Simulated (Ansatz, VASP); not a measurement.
GaS: VASP beside Ansatz

File POSCAR:

```
GaS
1.0
    3.5945593800      0.0000000000      0.0000000000
   -1.7972796900      3.1129797400      0.0000000000
    0.0000000000      0.0000000000     16.1204155900
Ga S
4 4
Direct
    0.3333333300      0.6666666700      0.1741634300
    0.6666666700      0.3333333300      0.6741634300
    0.3333333300      0.6666666700      0.3258365700
    0.6666666700      0.3333333300      0.8258365700
    0.3333333300      0.6666666700      0.6079874400
    0.6666666700      0.3333333300      0.1079874400
    0.3333333300      0.6666666700      0.8920125600
    0.6666666700      0.3333333300      0.3920125600
```

The input INCAR.step1:

```
SYSTEM = GaS
PREC = Accurate
ENCUT = 550
ISMEAR = -1
SIGMA = 0.02
LREAL = .FALSE.
LASPH = .TRUE.
NELM = 120
NBANDS = 48
GGA = PE
ALGO = Normal
EDIFF = 1E-5
LWAVE = .TRUE.
LCHARG = .FALSE.
GGA_COMPAT = .FALSE.
```

The input INCAR.step2:

```
SYSTEM = GaS
PREC = Accurate
ENCUT = 550
EDIFF = 1E-6
ISMEAR = -1
SIGMA = 0.02
LREAL = .FALSE.
LASPH = .TRUE.
NELM = 120
ALGO = Normal
ISIF = 2
LWAVE = .FALSE.
LCHARG = .TRUE.
METAGGA = R2SCAN
LMIXTAU = .TRUE.
LELF = .TRUE.
LVHAR = .TRUE.
NBANDS = 48
ISTART = 1
GGA_COMPAT = .FALSE.
```

The input KPOINTS:

```
Automatic mesh
0
G
  12 12 2
  0 0 0
```

Input for Ansatz:

```yaml
crystal:
  lattice:
    - [3.59455938, 0.0, 0.0]
    - [-1.79727969, 3.11297974, 0.0]
    - [0.0, 0.0, 16.12041559]
  atoms:
    - { symbol: Ga, position: [0.33333333, 0.66666667, 0.17416343] }
    - { symbol: Ga, position: [0.66666667, 0.33333333, 0.67416343] }
    - { symbol: Ga, position: [0.33333333, 0.66666667, 0.32583657] }
    - { symbol: Ga, position: [0.66666667, 0.33333333, 0.82583657] }
    - { symbol: S, position: [0.33333333, 0.66666667, 0.60798744] }
    - { symbol: S, position: [0.66666667, 0.33333333, 0.10798744] }
    - { symbol: S, position: [0.33333333, 0.66666667, 0.89201256] }
    - { symbol: S, position: [0.66666667, 0.33333333, 0.39201256] }
  symmetry: { tolerance: 0.0003 }
hamiltonian:
  xc: r2scan
  pseudopotentials: { kind: paw, azcp: { folder: soft_1 } }
basis:
  ecutwfc: 500
magnetization:
  spin_polarized: false
scf:
  occupations: { method: fermi_dirac, width: 0.02 }
kpoints:
  mp_grid: { grid: [12, 12, 2], shift: [0, 0, 0] }
  band_path:
    path:
      - [0.0, 0.0, 0.0]
      - [0.5, 0.0, 0.0]
      - [0.33333333, 0.33333333, 0.0]
      - [0.0, 0.0, 0.0]
      - [0.0, 0.0, 0.5]
      - [0.5, 0.0, 0.5]
      - [0.33333333, 0.33333333, 0.5]
      - [0.0, 0.0, 0.5]
      - [0.5, 0.0, 0.5]
      - [0.5, 0.0, 0.0]
      - [0.33333333, 0.33333333, 0.5]
    npoints: 11
output:
  forces: true
  stress: true
  eigenvalues: true
  bader: true
  populations: true
  elf: true
  write_potential: true
  write_density: true
  volumetric_format: npy
  dos:
    e_range: [-12, 8]
    de: 0.05
    projected: { site_lists: { Ga: [Ga], S: [S] } }
```

Alike in both runs: task single point; functional r2SCAN; k mesh 12 × 12 × 2; occupations fermi-dirac, width 0.02 eV; no spin polarisation.

|  | VASP | Ansatz |
| --- | --- | --- |
| version | VASP 6.6.1 | Ansatz 0.2.0 |
| potentials or method | VASP PAW PBE potentials, release 64 (Ga_d, S), cutoff 550 eV | PAW plane waves |
| valence electrons in the cell | 76 | 76 |

|  | VASP | Ansatz | Ansatz less VASP |
| --- | --- | --- | --- |
| gap on the k mesh at the Fermi level (eV) | 2.13 | 2.12 | -0.008 |
| pressure (GPa) | 0.0 | 0.0 | -0.04 |
| rms of the force components (eV/Å) | 0.007 | 0.002 | -0.0042 |

VASP's potentials were made for PBE, not for r2SCAN. Atom by atom the forces differ by 0.005 eV/Å (rms over components). The functional is the same, so the differences come from potentials, cutoffs and numerics.
